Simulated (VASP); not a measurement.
BaF2:

```xyz
3
Lattice="0.0000 3.1000 3.1000 3.1000 0.0000 3.1000 3.1000 3.1000 0.0000" Properties=species:S:1:pos:R:3 pbc="T T T"
Ba    0.0000    0.0000    0.0000
F     1.5500    1.5500    1.5500
F     4.6501    4.6501    4.6501
```

- Program: VASP 6.6.1
- Task: relaxation of cell and atoms
- Functional: PBE
- Potentials or basis: VASP PAW PBE potentials, release 64 (Ba_sv, F)
- Cutoff: 600 eV
- k mesh: 6 × 6 × 6
- Occupations: gaussian, width 0.02 eV
- Spin: no spin polarisation

At the start: pressure 2.3 GPa; volume 19.86 Å³/atom.

Problem. How do energy, volume and symmetry change on relaxing?

Solution. Over 3 steps the energy falls by 5.4 meV/atom and the volume is 20.65 Å³/atom (+4.0 %); space group Fm-3m (No. 225, to 0.1 Å) before and after.

The path:
| step | energy change (eV) | largest force (eV/Å) | pressure (GPa) | volume (Å³) |
| --- | --- | --- | --- | --- |
| 1 | 0.0000 | 0.0000 | 2.28 | 59.58 |
| 2 | -0.0162 | 0.0000 | -0.08 | 62.06 |
| 3 | -0.0162 | 0.0000 | 0.00 | 61.95 |

Final structure:
```xyz
3
Lattice="0.0000 3.1406 3.1406 3.1406 0.0000 3.1406 3.1406 3.1406 0.0000" Properties=species:S:1:pos:R:3 pbc="T T T"
Ba    0.0000    0.0000    0.0000
F     1.5703    1.5703    1.5703
F     4.7109    4.7109    4.7109
```
